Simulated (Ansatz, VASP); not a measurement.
# ZnS in VASP and in Ansatz

INCAR

```
  ALGO = Normal
  EDIFF = 1E-7
  ENCUT = 520
  GGA = PS
  ISIF = 2
  ISMEAR = 0
  LASPH = True
  LCHARG = False
  LREAL = False
  LWAVE = False
  NBANDS = 26
  NELM = 100
  PREC = Accurate
  SIGMA = 0.05
```

Contents of KPOINTS:

```
k-points
0
Gamma
  9 9 6
```

File POSCAR:

```
ZnS
1.0
    3.9636566302      0.0000000000      0.0000000000
   -1.9818283151      3.4326273336      0.0000000000
    0.0000000000      0.0000000000      5.4250568298
Zn S
2 2
Direct
    0.3333333333      0.6666666667      0.0054424479
    0.6666666667      0.3333333333      0.5054424479
    0.3333333333      0.6666666667      0.3795575521
    0.6666666667      0.3333333333      0.8795575521
```

Input for Ansatz:

```yaml
crystal:
  lattice:
    - [3.9636566302, 0.0, 0.0]
    - [-1.9818283151, 3.4326273336, 0.0]
    - [0.0, 0.0, 5.4250568298]
  atoms:
    - { symbol: Zn, position: [0.3333333333, 0.6666666667, 0.0054424479] }
    - { symbol: Zn, position: [0.6666666667, 0.3333333333, 0.5054424479] }
    - { symbol: S, position: [0.3333333333, 0.6666666667, 0.3795575521] }
    - { symbol: S, position: [0.6666666667, 0.3333333333, 0.8795575521] }
basis:
  ecutwfc: 520.0
kpoints:
  mp_grid: { grid: [9, 9, 6] }
hamiltonian:
  xc: pbesol
  pseudopotentials: { kind: paw }
scf:
  occupations: { method: gaussian, width: 0.05 }
output:
  forces: true
  stress: true
  eigenvalues: true
```

Alike in both runs: task single point; functional PBEsol; k mesh 9 × 9 × 6; occupations gaussian, width 0.05 eV; no spin polarisation.

|  | VASP | Ansatz |
| --- | --- | --- |
| version | VASP 6.6.1 | Ansatz 0.2.0 |
| potentials or method | VASP PAW PBE potentials, release 64 (Zn, S), cutoff 520 eV | scalar-relativistic, plane waves, PAW |
| valence electrons in the cell | 36 | 36 |

|  | VASP | Ansatz | Ansatz less VASP |
| --- | --- | --- | --- |
| gap on the k mesh at the Fermi level (eV) | 1.75 | 1.75 | +0.004 |
| least direct gap on the mesh (eV) | 1.75 | 1.75 | +0.004 |
| pressure (GPa) | 9.8 | 9.5 | -0.27 |
| traceless stress, the component that is largest in VASP (GPa) | 27.32 | 27.23 | -0.087 |
| rms of the force components (eV/Å) | 1.739 | 1.732 | -0.0072 |

VASP's potentials were made for PBE, not for PBEsol. Atom by atom the forces differ by 0.007 eV/Å (rms over components).
